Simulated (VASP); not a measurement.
# TaF3 in VASP: notebook

The runs below take TaF3 through single point, with LDA.

Everything below comes from runs of VASP 6.6.1. Logs are shortened: lines on timing, memory, paths and dates and some standing lists are left out, and cuts for length are marked.

**1. The cell of the first run**

Symmetry: Pm-3m, No. 221, cubic system. Conventional cell: a = 4.167 Å, b = 4.167 Å, c = 4.167 Å, α = 90.00°, β = 90.00°, γ = 90.00°. Within 2.8 Å of Ta (site symmetry m-3m) lie 6 F at 2.08 Å. Within 2.8 Å of F (site symmetry 4/mmm) lie 2 Ta at 2.08 Å.

**2. Single point, LDA**

The input, INCAR:

```
ALGO = Normal
EDIFF = 1E-6
ENCUT = 600
GGA_COMPAT = F
ISIF = 2
ISMEAR = -1
LASPH = T
LCHARG = T
LELF = T
LREAL = F
LVHAR = T
LWAVE = F
NBANDS = 24
NELM = 120
PREC = Accurate
SIGMA = 0.15
```

The input, KPOINTS:

```
k-points
0
Gamma
  8 8 8
```

The input, POSCAR:

```
TaF3
1.0
    4.1666460000      0.0000000000      0.0000000000
    0.0000000000      4.1666460000      0.0000000000
    0.0000000000      0.0000000000      4.1666460000
Ta F
1 3
Direct
    0.0000000000      0.0000000000      0.0000000000
    0.0000000000      0.5000000000      0.0000000000
    0.5000000000      0.0000000000      0.0000000000
    0.0000000000      0.0000000000      0.5000000000
```

Potentials or basis: VASP PAW LDA potentials, release 64 (Ta_pv, F).

Run with:

```
$ cat potpaw_LDA.64/Ta_pv/POTCAR potpaw_LDA.64/F/POTCAR > POTCAR
$ mpirun -np 1 vasp_std > vasp.out
```

OUTCAR:

```text
EDIFF = 1E-6
   ENCUT = 600
   ISIF = 2
   ISMEAR = -1
   LASPH = T
   LREAL = F
   NELM = 120
   PREC = Accurate

 ion  position               nearest neighbor table
   1  0.000  0.000  0.000-   2 2.08   3 2.08   4 2.08   4 2.08   2 2.08   3 2.08
   2  0.000  0.500  0.000-   1 2.08   1 2.08
   3  0.500  0.000  0.000-   1 2.08   1 2.08
   4  0.000  0.000  0.500-   1 2.08   1 2.08

  LATTYP: Found a simple cubic cell.
 ALAT       =     4.1666460000

  Lattice vectors:

 A1 = (   4.1666460000,   0.0000000000,   0.0000000000)
 A2 = (   0.0000000000,   4.1666460000,   0.0000000000)
 A3 = (   0.0000000000,   0.0000000000,   4.1666460000)

Analysis of symmetry for initial positions (statically):
=====================================================================
 Subroutine PRICEL returns:
 Original cell was already a primitive cell.

 Routine SETGRP: Setting up the symmetry group for a
 simple cubic supercell.

 Subroutine GETGRP returns: Found 48 space group operations
 (whereof 48 operations were pure point group operations)
 out of a pool of 48 trial point group operations.

The static configuration has the point symmetry O_h .

Analysis of symmetry for dynamics (positions and initial velocities):
=====================================================================
 Subroutine PRICEL returns:
 Original cell was already a primitive cell.

 Routine SETGRP: Setting up the symmetry group for a
 simple cubic supercell.

 Subroutine GETGRP returns: Found 48 space group operations
 (whereof 48 operations were pure point group operations)
 out of a pool of 48 trial point group operations.

The dynamic configuration has the point symmetry O_h .

 Subroutine INISYM returns: Found 48 space group operations
 (whereof 48 operations are pure point group operations),
 and found     1 'primitive' translations

----------------------------------------------------------------------------------------

                                     Primitive cell

  volume of cell :      72.3369

  direct lattice vectors                    reciprocal lattice vectors
     4.166646000  0.000000000  0.000000000     0.240001190  0.000000000  0.000000000
[... 85 lines left out ...]
   LNONCOLLINEAR =      F non collinear calculations
   LSORBIT =      F    spin-orbit coupling
   LASPH  =      T    aspherical Exc in radial PAW
   ENCUT  =  600.0 eV  44.10 Ry    6.64 a.u.   8.32  8.32  8.32*2*pi/ulx,y,z
   NELM   =    120;   NELMIN=  2; NELMDL= -5     # of ELM steps
   EDIFF  = 0.1E-05   stopping-criterion for ELM
   LREAL  =      F    real-space projection
   EDIFFG = 0.1E-04   stopping-criterion for IOM
   NSW    =      0    number of steps for IOM
   IBRION =     -1    ionic relax: 0-MD 1-quasi-New 2-CG
   NFREE  =      0    steps in history (QN), initial steepest desc. (CG)
   ISIF   =      2    stress and relaxation
   ISYM   =      2    0-nonsym 1-usesym 2-fastsym
   POTIM  = 0.5000    time-step for ionic-motion
   TEBEG  =    0.0;   TEEND  =   0.0 temperature during run
   PSTRESS=    0.0 pullay stress
   NELECT =      32.0000    total number of electrons
   NUPDOWN=      -1.0000    fix difference up-down
   EMIN   =  10.00;   EMAX   =-10.00  energy-range for DOS
   EFERMI =   0.00;   METHOD = LEGACY
   ISMEAR =    -1;   SIGMA  =   0.15  broadening in eV -4-tet -1-fermi 0-gaus
   EFERMI_NEDOS =   21; number of points for ismear=-14 and -15
   IALGO  =     38    algorithm
   IMIX   =      4    mixing-type and parameters
     AMIX     =   0.40;   BMIX     =  1.00
     AMIX_MAG =   1.60;   BMIX_MAG =  1.00
  volume/ion in A,a.u.               =      18.08       122.04
  Fermi-wavevector in a.u.,A,eV,Ry     =   1.247398  2.357240 21.170674  1.556001
  Thomas-Fermi vector in A             =   2.381532
   LORBIT       =      0    0 simple, 1 ext, 2 COOP (PROOUT), +10 PAW based schemes
   GGA     = CA    functional components
   LHFCALC =     F    Hartree Fock is set to
   AEXX    =    0.0000 exact exchange contribution
   IVDW    =     0    specifies the selected vdW correction
   LEPSILON=     F    determine dielectric tensor
   LRPA    =     F    only Hartree local field effects (RPA)
 non-spin polarized calculation
  energy-cutoff  :      600.00
  volume of cell :       72.34
 maximum number of plane-waves:      2469
 NGX is ok and might be reduce to    36
   NGX = 17   NGY = 17   NGZ = 17

 number of electron      32.0000022 magnetization

 Free energy of the ion-electron system (eV)
  ---------------------------------------------------
  ext. energy  EPLUGINS =         0.00000000
  ---------------------------------------------------
  free energy    TOTEN  =       -29.38632711 eV

  energy without entropy =      -29.13585783  energy(sigma->0) =      -29.26109247

 E-fermi :   2.4787     XC(G=0):  -8.7555

 val. band max:        2.3919263296   @ k =   0.5000   0.2500   0.1250
 cond. band min:       2.5814189221   @ k =   0.1250   0.0000   0.0000
 fundamental gap:      0.1894925925
 Fermi energy:         2.4786844492

 k-point     1 :       0.0000    0.0000    0.0000
  band No.  band energies     occupation
      1     -34.1916      2.00000
      2     -34.1916      2.00000
      3     -34.1916      2.00000
      4     -24.3439      2.00000
      5     -24.0559      2.00000
      6     -24.0559      2.00000
[... 637 lines left out ...]
     23       8.7785      0.00000
     24       9.3296      0.00000

 [... further k-points ...]

------------------------ aborting loop because EDIFF is reached ----------------------------------------

  FORCE on cell =-STRESS in cart. coord.  units (eV):
  Direction    XX          YY          ZZ          XY          YZ          ZX
  --------------------------------------------------------------------------------------
  -------------------------------------------------------------------------------------
  Total       -4.2534305     -4.2534305     -4.2534305      0.0000000     -0.0000000      0.0000000
  in kB      -94.2085050    -94.2085050    -94.2085050      0.0000000     -0.0000000      0.0000000
  external PRESSURE =     -94.2085050 kB  Pullay stress =       0.0000000 kB

 VOLUME and BASIS-vectors are now :
 -----------------------------------------------------------------------------
  energy-cutoff  :      600.00
  volume of cell :       72.34
      direct lattice vectors                 reciprocal lattice vectors
     4.166646000  0.000000000  0.000000000     0.240001190  0.000000000  0.000000000
     0.000000000  4.166646000  0.000000000     0.000000000  0.240001190  0.000000000
     0.000000000  0.000000000  4.166646000     0.000000000  0.000000000  0.240001190

 POSITION                                       TOTAL-FORCE (eV/Angst)
 -----------------------------------------------------------------------------------
      0.00000      0.00000      0.00000         0.000000      0.000000      0.000000
      0.00000      2.08332      0.00000         0.000000      0.000000      0.000000
      2.08332      0.00000      0.00000         0.000000      0.000000      0.000000
      0.00000      0.00000      2.08332         0.000000      0.000000      0.000000
 -----------------------------------------------------------------------------------
    total drift:                                0.000000      0.000000     -0.000000

  FREE ENERGIE OF THE ION-ELECTRON SYSTEM (eV)
  ---------------------------------------------------
  free  energy   TOTEN  =       -29.3863271144 eV

  energy  without entropy=      -29.1358578306  energy(sigma->0) =      -29.26109247
```

OSZICAR:

```text
N       E                     dE             d eps       ncg     rms          rms(c)
DAV:   1     0.272590031959E+03    0.27259E+03   -0.18934E+04  1680   0.141E+03
DAV:   2    -0.175654936104E+02   -0.29016E+03   -0.28039E+03  2200   0.370E+02
DAV:   3    -0.317671062810E+02   -0.14202E+02   -0.14031E+02  2128   0.809E+01
DAV:   4    -0.318882595820E+02   -0.12115E+00   -0.12112E+00  1776   0.858E+00
DAV:   5    -0.318896194342E+02   -0.13599E-02   -0.13598E-02  2136   0.887E-01    0.191E+01
DAV:   6    -0.294806892779E+02    0.24089E+01   -0.94043E+00  1776   0.248E+01    0.923E+00
DAV:   7    -0.294054167022E+02    0.75273E-01   -0.35937E-01  1704   0.489E+00    0.604E+00
DAV:   8    -0.293883334724E+02    0.17083E-01   -0.56839E-02  2032   0.217E+00    0.834E-01
DAV:   9    -0.293856078438E+02    0.27256E-02   -0.11384E-02  1920   0.833E-01    0.487E-01
DAV:  10    -0.293861068341E+02   -0.49899E-03   -0.51010E-04  1792   0.211E-01    0.396E-02
DAV:  11    -0.293863199822E+02   -0.21315E-03   -0.87968E-05  1768   0.531E-02    0.267E-02
DAV:  12    -0.293863251728E+02   -0.51906E-05   -0.40550E-06  1936   0.169E-02    0.666E-03
DAV:  13    -0.293863270835E+02   -0.19107E-05   -0.79961E-07  1400   0.468E-03    0.147E-03
DAV:  14    -0.293863271144E+02   -0.30922E-07   -0.41466E-08  1496   0.151E-03
   1 F= -.29386327E+02 E0= -.29261092E+02  d E =-.250469E+00
```

stdout:

```text
POSCAR found type information on POSCAR TaF
 POSCAR found :  2 types and       4 ions
 scaLAPACK will be used
 LDA part: xc-table for (Slater(with rela. corr.)+CA(PZ))
 , standard interpolation
 POSCAR, INCAR and KPOINTS ok, starting setup
 FFT: planning ... GRIDC
 FFT: planning ... GRID_SOFT
 FFT: planning ... GRID
 WAVECAR not read
 entering main loop
```

Run time: 54 s. Hardware: 1 thread of Intel Xeon 8259CL, shared host; peak memory 0.22 GiB.

Results:

```yaml
Free_energy: -29.3863 eV
Pressure: -9.4 GPa
Band_gap_on_the_k_mesh: zero (bands 16 and 17 overlap by 2.13 eV)
```

Levels at points of the mesh, in eV from the Fermi level:
```csv
k point,band 13,band 14,band 15,band 16,band 17,band 18,band 19,band 20
"(0.00, 0.00, 0.00)",-7.68,-7.68,-7.68,-0.85,-0.85,-0.85,-0.11,1.64
"(0.50, 0.00, 0.00)",-7.77,-7.71,-7.71,-0.80,0.29,0.29,1.62,1.72
"(0.50, 0.50, 0.00)",-7.98,-7.98,-7.18,0.35,0.35,1.15,2.06,5.02
"(0.50, 0.50, 0.50)",-7.17,-7.17,-7.17,1.28,1.28,1.28,4.58,5.49
```

Caveat: the cell stands under tension; spin-orbit coupling is left out, which moves the levels of the heavy elements.

**3. Single point, LDA**

This run uses another cell than the first one, of 17.37 Å³/atom.

The input, INCAR:

```
SYSTEM = TaF3
ALGO = Normal
EDIFF = 1E-6
ENCUT = 600
GGA = CA
GGA_COMPAT = .False.
ISIF = 2
ISMEAR = -1
LASPH = .True.
LCHARG = .False.
LREAL = .False.
LWAVE = .False.
NBANDS = 24
NELM = 120
PREC = Accurate
SIGMA = 0.15
```

The input, KPOINTS:

```
k-points
0
Gamma
  8 8 8
  0 0 0
```

POSCAR: that of step 2 with these lines changed.

```diff
@@ -2,4 +2,4 @@
 1.0
-    4.1666460000      0.0000000000      0.0000000000
-    0.0000000000      4.1666460000      0.0000000000
+    4.0833130800      0.0000000000      0.0000000000
+    0.0000000000      4.0833130800      0.0000000000
     0.0000000000      0.0000000000      4.1666460000
```

Potentials or basis: VASP PAW LDA potentials, release 64 (Ta_pv, F).

Run with:

```
$ cat potpaw_LDA.64/Ta_pv/POTCAR potpaw_LDA.64/F/POTCAR > POTCAR
$ mpirun -np 1 vasp_std > vasp.out
```

Wall time 1.8 min (1 thread of Intel Xeon 8259CL, shared host); peak memory 0.26 GiB.

Results (log left out):

```
Free energy            : -29.5043 eV
Pressure               : -5.8 GPa
Band gap on the k mesh : zero (bands 16 and 17 overlap by 2.27 eV)
```

Stress tensor (GPa, compression positive):
```
-4.25  0.00  0.00
 0.00 -4.25  0.00
 0.00  0.00 -8.78
```

Levels at points of the mesh, in eV from the Fermi level:
```csv
k point,band 13,band 14,band 15,band 16,band 17,band 18,band 19,band 20
"(0.00, 0.00, 0.00)",-8.05,-7.80,-7.80,-0.94,-0.92,-0.92,-0.20,1.72
"(0.50, 0.00, 0.00)",-8.05,-7.97,-7.81,-0.85,0.34,0.36,1.59,1.98
"(0.50, 0.50, 0.00)",-8.06,-8.06,-7.52,0.44,0.44,1.29,2.06,5.07
"(0.00, 0.00, 0.50)",-8.16,-8.10,-8.10,-0.88,0.23,0.23,1.81,2.00
"(0.50, 0.00, 0.50)",-8.38,-8.32,-7.37,0.30,0.41,1.19,2.40,4.93
"(0.50, 0.50, 0.50)",-7.52,-7.37,-7.37,1.35,1.35,1.44,4.36,5.64
```

Caveat: the cell stands under tension; spin-orbit coupling is left out, which moves the levels of the heavy elements.

The gap in the log of VASP goes by the Fermi energy; the results here count the filled bands.